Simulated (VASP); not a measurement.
Input of a VASP 6.6.1 run:

The input INCAR:

```
ALGO = Normal
EDIFF = 1E-6
ENCUT = 520
GGA = PS
ISIF = 2
ISMEAR = 0
LASPH = True
LCHARG = False
LREAL = False
LWAVE = False
NBANDS = 96
NELM = 100
PREC = Accurate
SIGMA = 0.1
```

Contents of KPOINTS:

```
k-points
0
Gamma
  6 6 6
```

File POSCAR:

```
Ru
1.0
    3.0827604865      1.7798325967      5.2573463984
   -3.0827604865      1.7798325967      5.2573463984
    0.0000000000     -3.5596651934      5.2573463984
Ru
12
Direct
    0.0101900000      0.6536100000      0.0101900000
    0.0101900000      0.0101900000      0.6536100000
    0.6536100000      0.0101900000      0.0101900000
    0.9898100000      0.3463900000      0.9898100000
    0.3463900000      0.9898100000      0.9898100000
    0.9898100000      0.9898100000      0.3463900000
    0.2211800000      0.6306000000      0.2211800000
    0.2211800000      0.2211800000      0.6306000000
    0.6306000000      0.2211800000      0.2211800000
    0.7788200000      0.3694000000      0.7788200000
    0.3694000000      0.7788200000      0.7788200000
    0.7788200000      0.7788200000      0.3694000000
```

Potentials or basis: VASP PAW PBE potentials, release 64 (Ru_pv).

The run is started by

```console
$ cat potpaw_PBE.64/Ru_pv/POTCAR > POTCAR
$ mpirun -np 1 vasp_std > vasp.out
```

**Question.** Estimate the band gap on the k mesh.

**Answer.** Zero (bands 84 and 85 overlap by 0.42 eV).

**Question.** Predict the largest force.

**Answer.** 11.025 eV/Å.

**Question.** Estimate the pressure.

**Answer.** 109.3 GPa.

Stress tensor (GPa, compression positive):
```
107.97   0.00   0.00
  0.00 107.97   0.00
  0.00   0.00 111.81
```

Caveat: the cell stands under pressure; the PAW data sets were made with another functional, which shifts forces and pressure a little.
